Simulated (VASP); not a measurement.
# BaNbZnSn in VASP: density of states with RPBE

Aim: the density of states of BaNbZnSn with RPBE.

Program: VASP 6.6.1. These are calculated values, not measurements. Logs are shortened: lines on timing, memory, paths and dates and some standing lists are left out, and cuts for length are marked.

### 1 The cell of the first run

The cell holds an amorphous packing of atoms, 8 atoms: a = 5.004 Å, b = 6.461 Å, c = 6.959 Å, α = 81.20°, β = 76.55°, γ = 84.53°.

### 2 Density of states, RPBE

Contents of POSCAR:

```
BaNbZnSn
1.0
    4.8031490000      0.4157760000      1.3396900000
    0.0262460000      6.4579540000      0.2006080000
   -0.3113130000      0.8518340000      6.8991890000
Ba Nb Zn Sn
2 2 2 2
Direct
    0.0759440000      0.1100270000      0.9791470000
    0.5956250000      0.4915860000      0.7750340000
    0.8466250000      0.6317850000      0.1381130000
    0.4822240000      0.0135240000      0.3059760000
    0.0713060000      0.7624490000      0.5364970000
    0.5983520000      0.9729740000      0.6824370000
    0.3709250000      0.4398190000      0.3935040000
    0.9108410000      0.2337930000      0.4193800000
```

Contents of INCAR.step1:

```
ALGO = Normal
EDIFF = 1E-6
ENCUT = 400
GGA = RP
GGA_COMPAT = F
ISIF = 2
ISMEAR = 1
LASPH = T
LCHARG = T
LMAXMIX = 4
LORBIT = 11
LREAL = F
LWAVE = F
NBANDS = 59
NEDOS = 2001
NELM = 120
PREC = Accurate
SIGMA = 0.023
```

Contents of KPOINTS.step1:

```
Automatic mesh
0
Gamma
  4 3 3
  0.5 0.5 0.5
```

Contents of INCAR.step2:

```
ALGO = Normal
EDIFF = 1E-6
ENCUT = 400
GGA = RP
GGA_COMPAT = F
ICHARG = 11
ISIF = 2
ISMEAR = -5
LASPH = T
LCHARG = F
LMAXMIX = 4
LORBIT = 11
LREAL = F
LWAVE = F
NBANDS = 59
NEDOS = 2001
NELM = 120
PREC = Accurate
SIGMA = 0.023
```

Contents of KPOINTS.step2:

```
k-points
0
Gamma
  6 5 5
```

Potentials or basis: VASP PAW PBE potentials, release 64 (Ba_sv, Nb_sv, Zn, Sn_d).

Launch:

```sh
$ cat potpaw_PBE.64/Ba_sv/POTCAR potpaw_PBE.64/Nb_sv/POTCAR potpaw_PBE.64/Zn/POTCAR potpaw_PBE.64/Sn_d/POTCAR > POTCAR
$ cp INCAR.step1 INCAR
$ cp KPOINTS.step1 KPOINTS
$ mpirun -np 1 vasp_std > vasp.out
$ cp INCAR.step2 INCAR
$ cp KPOINTS.step2 KPOINTS
$ mpirun -np 1 vasp_std > vasp.out
```

OUTCAR:

```text
EDIFF = 1E-6
   ENCUT = 400
   GGA = RP
   ICHARG = 11
   ISIF = 2
   ISMEAR = -5
   LASPH = T
   LORBIT = 11
   LREAL = F
   NELM = 120
   PREC = Accurate

 ion  position               nearest neighbor table
   1  0.076  0.110  0.979-   6 3.08   8 3.19   3 3.34   4 3.34   4 3.34   2 3.64   2 3.65   3 3.70
                             6 3.74   8 4.11
   2  0.596  0.492  0.775-   6 3.08   5 3.09   7 3.19   8 3.21   3 3.34   6 3.51   5 3.60   1 3.64
                             1 3.65   7 4.16   7 4.18
   3  0.847  0.632  0.138-   7 2.88   8 3.02   1 3.34   2 3.34   1 3.70
   4  0.482  0.014  0.306-   5 2.78   6 2.78   7 2.89   8 2.99   8 3.06   1 3.34   1 3.34
   5  0.071  0.762  0.536-   7 2.63   6 2.68   4 2.78   2 3.09   8 3.11   2 3.60
   6  0.598  0.973  0.682-   8 2.62   5 2.68   4 2.78   2 3.08   1 3.08   2 3.51   1 3.74
   7  0.371  0.440  0.394-   5 2.63   8 2.72   3 2.88   4 2.89   8 2.93   2 3.19   2 4.16   2 4.18

   8  0.911  0.234  0.419-   6 2.62   7 2.72   7 2.93   4 2.99   3 3.02   4 3.06   5 3.11   1 3.19
                             2 3.21   1 4.11

  LATTYP: Found a triclinic cell.
 ALAT       =    16.2154047684
 B/A-ratio  =     0.5839528147
 C/A-ratio  =     0.7784734105
 COS(alpha) =     0.0016796456
 COS(beta)  =     0.5894402204
 COS(gamma) =     0.8010910516

  Lattice vectors:

 A1 = (   0.5963800000,  -8.1616220000, -13.9989860000)
 A2 = (  -4.4918360000,  -1.2676100000,  -8.2388790000)
 A3 = (   9.8913650000,  -6.4782360000,  -4.4204170000)

Analysis of symmetry for initial positions (statically):
=====================================================================
 Subroutine PRICEL returns:
 Original cell was already a primitive cell.

 Routine SETGRP: Setting up the symmetry group for a
 triclinic supercell.

 Subroutine GETGRP returns: Found  1 space group operations
 (whereof  1 operations were pure point group operations)
 out of a pool of  2 trial point group operations.

The static configuration has the point symmetry C_1 .

Analysis of symmetry for dynamics (positions and initial velocities):
=====================================================================
 Subroutine PRICEL returns:
 Original cell was already a primitive cell.

 Routine SETGRP: Setting up the symmetry group for a
 triclinic supercell.

 Subroutine GETGRP returns: Found  1 space group operations
 (whereof  1 operations were pure point group operations)
 out of a pool of  2 trial point group operations.

The dynamic configuration has the point symmetry C_1 .

 Subroutine INISYM returns: Found  1 space group operations
 (whereof  1 operations are pure point group operations),
 and found     1 'primitive' translations

----------------------------------------------------------------------------------------

                                     Primitive cell

  volume of cell :     215.8039

  direct lattice vectors                    reciprocal lattice vectors
     4.803149000  0.415776000  1.339690000     0.205667104 -0.001128469  0.009419674
     0.026246000  6.457954000  0.200608000    -0.008004136  0.155487912 -0.019559064
    -0.311313000  0.851834000  6.899189000    -0.039703865 -0.004302001  0.143684172

  length of vectors
     5.003786496  6.461122371  6.958544805     0.205885797  0.156917538  0.149130968

  position of ions in fractional coordinates (direct lattice)
     0.075944000  0.110027000  0.979147000
     0.595625000  0.491586000  0.775034000
     0.846625000  0.631785000  0.138113000
     0.482224000  0.013524000  0.305976000
     0.071306000  0.762449000  0.536497000
     0.598352000  0.972974000  0.682437000
     0.370925000  0.439819000  0.393504000
     0.910841000  0.233793000  0.419380000

  ion indices of the primitive-cell ions
   primitive index   ion index
                 1           1
                 2           2
                 3           3
                 4           4
                 5           5
                 6           6
                 7           7
                 8           8

----------------------------------------------------------------------------------------

 KPOINTS: k-points

Automatic generation of k-mesh.
 Grid dimensions read from file:
 generate k-points for:    6    5    5

 Generating k-lattice:

  Cartesian coordinates                     Fractional coordinates (reciprocal lattice)
     0.034277851 -0.000188078  0.001569946     0.166666667 -0.000000000 -0.000000000
    -0.001600827  0.031097582 -0.003911813     0.000000000  0.200000000  0.000000000
    -0.007940773 -0.000860400  0.028736834     0.000000000  0.000000000  0.200000000

  Length of vectors
     0.034314300  0.031383508  0.029826194

  Shift w.r.t. Gamma in fractional coordinates (k-lattice)
     0.000000000  0.000000000  0.000000000

 TETIRR: Found    448 inequivalent tetrahedra from      900

 Subroutine IBZKPT returns following result:
 ===========================================

 Found     76 irreducible k-points:

 Following reciprocal coordinates:
            Coordinates               Weight
  0.000000  0.000000  0.000000      1.000000
  0.166667  0.000000  0.000000      2.000000
  0.333333 -0.000000 -0.000000      2.000000
  0.500000 -0.000000  0.000000      1.000000
 -0.000000  0.200000  0.000000      2.000000
  0.166667  0.200000 -0.000000      2.000000
[... 16 lines left out ...]
  0.000000  0.200000  0.200000      2.000000
  0.166667  0.200000  0.200000      2.000000
 [... further k-points ...]
   k-points           NKPTS =     76   k-points in BZ     NKDIM =     76   number of bands    NBANDS=     59
   number of dos      NEDOS =   2001   number of ions     NIONS =      8
   total plane-waves  NPLWV =  72576
   dimension x,y,z NGX =    36 NGY =   42 NGZ =   48
   dimension x,y,z NGXF=    72 NGYF=   84 NGZF=   96
   ions per type =               2   2   2   2
   NGX,Y,Z   is equivalent  to a cutoff of  11.96, 10.81, 11.47 a.u.
   NGXF,Y,Z  is equivalent  to a cutoff of  23.92, 21.61, 22.94 a.u.
 SYSTEM =  unknown system
   PREC   = accura    normal or accurate (medium, high low for compatibility)
   ISTART =      0    job   : 0-new  1-cont  2-samecut
   ICHARG =     11    charge: 1-file 2-atom 10-const
   ISPIN  =      1    spin polarized calculation?
   LNONCOLLINEAR =      F non collinear calculations
   LSORBIT =      F    spin-orbit coupling
   LASPH  =      T    aspherical Exc in radial PAW
   ENCUT  =  400.0 eV  29.40 Ry    5.42 a.u.   8.16 10.54 11.35*2*pi/ulx,y,z
   NELM   =    120;   NELMIN=  2; NELMDL=  0     # of ELM steps
   EDIFF  = 0.1E-05   stopping-criterion for ELM
   LREAL  =      F    real-space projection
   EDIFFG = 0.1E-04   stopping-criterion for IOM
   NSW    =      0    number of steps for IOM
   IBRION =     -1    ionic relax: 0-MD 1-quasi-New 2-CG
   NFREE  =      0    steps in history (QN), initial steepest desc. (CG)
   ISIF   =      2    stress and relaxation
   ISYM   =      2    0-nonsym 1-usesym 2-fastsym
   POTIM  = 0.5000    time-step for ionic-motion
   TEBEG  =    0.0;   TEEND  =   0.0 temperature during run
   PSTRESS=    0.0 pullay stress
   NELECT =      98.0000    total number of electrons
   NUPDOWN=      -1.0000    fix difference up-down
   EMIN   =  10.00;   EMAX   =-10.00  energy-range for DOS
   EFERMI =   0.00;   METHOD = LEGACY
   ISMEAR =    -5;   SIGMA  =   0.02  broadening in eV -4-tet -1-fermi 0-gaus
   EFERMI_NEDOS =   21; number of points for ismear=-14 and -15
   IALGO  =     38    algorithm
   IMIX   =      4    mixing-type and parameters
     AMIX     =   0.40;   BMIX     =  1.00
     AMIX_MAG =   1.60;   BMIX_MAG =  1.00
  volume/ion in A,a.u.               =      26.98       182.04
  Fermi-wavevector in a.u.,A,eV,Ry     =   1.258337  2.377913 21.543642  1.583413
  Thomas-Fermi vector in A             =   2.391952
   LORBIT       =     11    0 simple, 1 ext, 2 COOP (PROOUT), +10 PAW based schemes
   GGA     = RP    functional components
   LHFCALC =     F    Hartree Fock is set to
   AEXX    =    0.0000 exact exchange contribution
   IVDW    =     0    specifies the selected vdW correction
   LEPSILON=     F    determine dielectric tensor
   LRPA    =     F    only Hartree local field effects (RPA)
 non-spin polarized calculation
 Fermi weights with tetrahedron method with Bloechl corrections
  energy-cutoff  :      400.00
  volume of cell :      215.80
 maximum number of plane-waves:      3937
 NGX is ok and might be reduce to    36

 number of electron      98.0000026 magnetization

 Free energy of the ion-electron system (eV)
  ---------------------------------------------------
  ext. energy  EPLUGINS =         0.00000000
  ---------------------------------------------------
  free energy    TOTEN  =       -25.64442084 eV

  energy without entropy =      -25.64442084  energy(sigma->0) =      -25.64442084

 E-fermi :   5.3471     XC(G=0):  -9.9341

 val. band max:        5.3720907984   @ k =   0.3333  -0.4000   0.4000
 cond. band min:       5.3123194140   @ k =   0.0000   0.0000   0.2000
 fundamental gap:     -0.0597713845
 Fermi energy:         5.3470697066

 k-point     1 :       0.0000    0.0000    0.0000
  band No.  band energies     occupation
      1     -49.8288      2.00000
      2     -49.6847      2.00000
      3     -26.0024      2.00000
      4     -25.9317      2.00000
      5     -25.8522      2.00000
      6     -25.8161      2.00000
[... 51 lines left out ...]
     58       7.7545      0.00000
     59       8.2448      0.00000

 k-point     2 :       0.1667    0.0000    0.0000
  band No.  band energies     occupation
      1     -49.8288      2.00000
      2     -49.6847      2.00000
      3     -26.0028      2.00000
      4     -25.9316      2.00000
      5     -25.8519      2.00000
      6     -25.8158      2.00000
[... 51 lines left out ...]
     58       7.6723      0.00000
     59       8.0761      0.00000

 k-point     3 :       0.3333   -0.0000   -0.0000
  band No.  band energies     occupation
      1     -49.8288      2.00000
      2     -49.6847      2.00000
      3     -26.0038      2.00000
      4     -25.9314      2.00000
      5     -25.8513      2.00000
      6     -25.8153      2.00000
[... 1238 lines left out ...]
      5     -25.8515      2.00000
      6     -25.8161      2.00000
[... 51 lines left out ...]
     58       7.6788      0.00000
     59       8.0187      0.00000

 k-point    24 :       0.1667    0.2000    0.2000
  band No.  band energies     occupation
      1     -49.8288      2.00000
      2     -49.6847      2.00000
      3     -26.0030      2.00000
      4     -25.9318      2.00000
      5     -25.8515      2.00000
      6     -25.8158      2.00000
[... 51 lines left out ...]
     58       7.7710      0.00000
     59       7.9375      0.00000

 [... further k-points ...]
[... 5 lines left out ...]
  --------------------------------------------------------------------------------------
  -------------------------------------------------------------------------------------
  Total        9.9233936      5.0987877      2.7520671      3.3848825      2.1347316     -1.7168807
  in kB       73.6735399     37.8545639     20.4319742     25.1301406     15.8487347    -12.7465141
  external PRESSURE =      43.9866927 kB  Pullay stress =       0.0000000 kB

 VOLUME and BASIS-vectors are now :
 -----------------------------------------------------------------------------
  energy-cutoff  :      400.00
  volume of cell :      215.80
      direct lattice vectors                 reciprocal lattice vectors
     4.803149000  0.415776000  1.339690000     0.205667104 -0.001128469  0.009419674
     0.026246000  6.457954000  0.200608000    -0.008004136  0.155487912 -0.019559064
    -0.311313000  0.851834000  6.899189000    -0.039703865 -0.004302001  0.143684172

 POSITION                                       TOTAL-FORCE (eV/Angst)
 -----------------------------------------------------------------------------------
      0.06284      1.57620      6.87913        -0.092968     -0.648233     -1.341745
      2.63250      4.08249      6.24367        -1.095094      0.219267      1.157171
      4.04005      4.54969      2.21382        -0.542561      0.881537      1.087365
      2.22129      0.54848      2.75973         0.893827     -1.242887      0.524925
      0.19549      5.41051      3.94988        -0.128472      0.940050      0.022679
      2.68706      7.11352      5.70505         0.283727     -0.334857      0.264339
      1.67065      3.32975      3.30001         0.293378      1.137703     -1.411576
      4.25048      2.24577      4.16053         0.388163     -0.952581     -0.303158
 -----------------------------------------------------------------------------------
    total drift:                                0.003244      0.012692     -0.001706

  FREE ENERGIE OF THE ION-ELECTRON SYSTEM (eV)
  ---------------------------------------------------
  free  energy   TOTEN  =       -25.6444208363 eV

  energy  without entropy=      -25.6444208363  energy(sigma->0) =      -25.64442084

 total charge

# of ion       s       p       d       tot
------------------------------------------
    1        2.050   5.538   0.537   8.126
    2        2.039   5.559   0.532   8.130
    3        2.166   5.920   2.507  10.593
    4        2.174   5.940   2.503  10.616
    5        0.652   0.348   9.714  10.714
    6        0.696   0.358   9.709  10.762
    7        1.185   1.223  10.014  12.422
    8        1.174   1.313  10.014  12.501
--------------------------------------------------
tot         12.135  26.199  45.531  83.864
```

Run time: 15 min. Hardware: 1 thread of AMD EPYC 9R45 (Zen 5), shared host; peak memory 0.64 GiB.

Results:

- Valence electrons inside the program's atomic spheres: Ba 8.13; Nb 10.59, 10.62; Zn 10.71, 10.76; Sn 12.42, 12.50

Levels at points of the mesh, in eV from the Fermi level:
| k point | band 45 | band 46 | band 47 | band 48 | band 49 | band 50 | band 51 | band 52 | band 53 | band 54 |
| --- | --- | --- | --- | --- | --- | --- | --- | --- | --- | --- |
| (0.00, 0.00, 0.00) | -0.90 | -0.70 | -0.42 | -0.16 | -0.05 | 0.09 | 0.22 | 0.44 | 0.63 | 0.97 |
| (0.50, 0.00, 0.00) | -1.14 | -0.61 | -0.47 | -0.29 | -0.17 | 0.08 | 0.25 | 0.55 | 0.79 | 1.01 |

Caveat: the PAW data sets were made with another functional, which shifts forces and pressure a little; spin-orbit coupling is left out, which moves the levels of the heavy elements; tetrahedron occupations give inexact forces and stress in metals.
